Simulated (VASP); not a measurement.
Wanted: the native input for a VASP 6.6.1 run.

```
Task                   : single point
Functional             : r2SCAN
Potentials or basis    : VASP PAW PBE potentials, release 64 (Na_pv)
Cutoff                 : 520 eV
k mesh                 : 11 × 11 × 11
Occupations            : methfessel-paxton, width 0.03 eV
Spin                   : no spin polarisation
Dipole correction      : no
Further INCAR settings : ALGO = Normal; EDIFF = 1e-07; NBANDS = 10
```

Crystal: Na.

```
CELL_PARAMETERS angstrom
-2.11250 2.11250 2.11250
2.11250 -2.11250 2.11250
2.11250 2.11250 -2.11250
ATOMIC_POSITIONS crystal
Na 0.00000 0.00000 0.00000
```

The input as run:

POSCAR

```
Na
1.0
   -2.1125000000      2.1125000000      2.1125000000
    2.1125000000     -2.1125000000      2.1125000000
    2.1125000000      2.1125000000     -2.1125000000
Na
1
Direct
    0.0000000000      0.0000000000      0.0000000000
```

INCAR.step1

```
SYSTEM = Na
PREC = Accurate
ENCUT = 520
ISMEAR = 1
SIGMA = 0.03
LREAL = .False.
LASPH = .True.
NELM = 80
NBANDS = 10
GGA = PE
ALGO = Normal
EDIFF = 1E-4
LWAVE = .True.
LCHARG = .False.
```

INCAR.step2

```
SYSTEM = Na
PREC = Accurate
ENCUT = 520
EDIFF = 1E-7
ISMEAR = 1
SIGMA = 0.03
LREAL = .False.
LASPH = .True.
NELM = 80
ALGO = Normal
ISIF = 2
LWAVE = .False.
LCHARG = .False.
METAGGA = R2SCAN
LMIXTAU = .True.
NBANDS = 10
ISTART = 1
```

KPOINTS

```
Automatic mesh
0
Gamma
  11 11 11
  0 0 0
```

Potentials or basis: VASP PAW PBE potentials, release 64 (Na_pv).

Command:

```bash
$ cat potpaw_PBE.64/Na_pv/POTCAR > POTCAR
$ cp INCAR.step1 INCAR
$ mpirun -np 1 vasp_std > vasp.out
$ cp INCAR.step2 INCAR
$ mpirun -np 1 vasp_std > vasp.out
```

It gave:

The pressure is 0.1 GPa.

Caveat: the PAW data sets were made with another functional, which shifts forces and pressure a little.

Run time: 81 s on 1 thread of Intel Xeon 6975P-C, on a shared host, peak memory 0.16 GiB.
